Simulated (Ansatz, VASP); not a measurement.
O in VASP and in Ansatz

Contents of POSCAR:

```
O
1.0
    4.0422515653      0.0000000000     -0.0511313397
    0.0000000000      4.0261632083      0.0000000000
   -1.0645947909      0.0000000000      2.7914438857
O
4
Direct
    0.3398634887      0.6842025571      0.6702336616
    0.6601365113      0.6842025571      0.8297663384
    0.6601365113      0.3157974429      0.3297663384
    0.3398634887      0.3157974429      0.1702336616
```

File INCAR.step1:

```
  PREC = Accurate
  ENCUT = 520
  ISMEAR = 0
  SIGMA = 0.01
  LREAL = False
  LASPH = True
  NELM = 60
  NBANDS = 20
  GGA = PE
  ALGO = Normal
  EDIFF = 1E-4
  LWAVE = True
  LCHARG = False
```

Contents of INCAR.step2:

```
  PREC = Accurate
  ENCUT = 520
  EDIFF = 1E-7
  ISMEAR = 0
  SIGMA = 0.01
  LREAL = False
  LASPH = True
  NELM = 60
  ALGO = Normal
  ISIF = 2
  LWAVE = False
  LCHARG = False
  METAGGA = R2SCAN
  LMIXTAU = True
  NBANDS = 20
  ISTART = 1
```

Contents of KPOINTS:

```
Automatic mesh
0
Gamma
  3 3 3
```

Input for Ansatz:

```yaml
crystal:
  lattice:
    - [4.0422515653, 0.0, -0.0511313397]
    - [0.0, 4.0261632083, 0.0]
    - [-1.0645947909, 0.0, 2.7914438857]
  atoms:
    - { symbol: O, position: [0.3398634887, 0.6842025571, 0.6702336616] }
    - { symbol: O, position: [0.6601365113, 0.6842025571, 0.8297663384] }
    - { symbol: O, position: [0.6601365113, 0.3157974429, 0.3297663384] }
    - { symbol: O, position: [0.3398634887, 0.3157974429, 0.1702336616] }
kpoints:
  mp_grid: { grid: [3, 3, 3] }
hamiltonian:
  xc: r2scan
scf:
  occupations: { method: fixed }
  n_extra_bands: 5
output:
  forces: true
  stress: true
  eigenvalues: true
```

Alike in both runs: task single point; functional r2SCAN; k mesh 3 × 3 × 3; no spin polarisation.

|  | VASP | Ansatz |
| --- | --- | --- |
| version | VASP 6.6.1 | Ansatz 0.2.0 |
| potentials or method | VASP PAW PBE potentials, release 64 (O) | plane waves |
| plane-wave cutoff (eV) | 520 | 500 |
| occupations | gaussian, width 0.01 eV | fixed |
| valence electrons in the cell | 24 | 24 |

```tsv
	VASP	Ansatz	Ansatz less VASP
gap on the k mesh at the Fermi level (eV)	1.54	1.54	-0.003
pressure (GPa)	4.9	1.0	-3.89
traceless stress, the component that is largest in VASP (GPa)	6.63	-0.22	-6.851
rms of the force components (eV/Å)	0.840	0.035	-0.8047
```

VASP's potentials were made for PBE, not for r2SCAN. Atom by atom the forces differ by 0.875 eV/Å (rms over components).

The k mesh is coarse, so the values compare programs but aren't converged. Noted on VASP's run: the standard files for N, O and F lose accuracy on very short bonds; spin is off for a triplet molecule.
